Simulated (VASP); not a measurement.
A run of VASP 6.6.1 is set up as follows.

File INCAR:

```
PREC = Accurate ; ENCUT = 520
EDIFF = 1E-7 ; ISMEAR = 0
SIGMA = 0.15 ; LREAL = F
LASPH = T ; NELM = 60
ALGO = Fast ; ISIF = 2
LWAVE = F ; LCHARG = T
GGA = PS ; LELF = T
LVHAR = T ; NBANDS = 22
```

The input KPOINTS:

```
Automatic mesh
0
Gamma
  18 18 12
```

Contents of POSCAR:

```
Rh
1.0
    2.7309790422      0.0000000000      0.0000000000
   -1.3654895211      2.3650972278      0.0000000000
    0.0000000000      0.0000000000      4.4284890000
Rh
2
Direct
    0.6751636490      0.4601780129      0.7500000000
    0.3333333333      0.6666666667      0.2500000000
```

Potentials or basis: VASP PAW PBE potentials, release 64 (Rh_pv).

The run is started by

```console
$ cat potpaw_PBE.64/Rh_pv/POTCAR > POTCAR
$ mpirun -np 1 vasp_std > vasp.out
```

Problem. Predict the pressure.

Solution. -10.7 GPa.

Problem. Predict the band gap on the k mesh.

Solution. Zero (bands 15 and 16 overlap by 2.39 eV).

Problem. What does it give for the largest force?

Solution. 0.979 eV/Å.

Stress tensor (GPa, compression positive):
```
-11.30  -2.01   0.00
 -2.01 -13.87   0.00
  0.00   0.00  -6.88
```

Caveat: the cell differs from its parent crystal (atom 1 (Rh) moved by (-0.150, +0.300) A along x and y); the stress differs along the axes, from -14 to -7 GPa; the PAW data sets were made with another functional, which shifts forces and pressure a little.
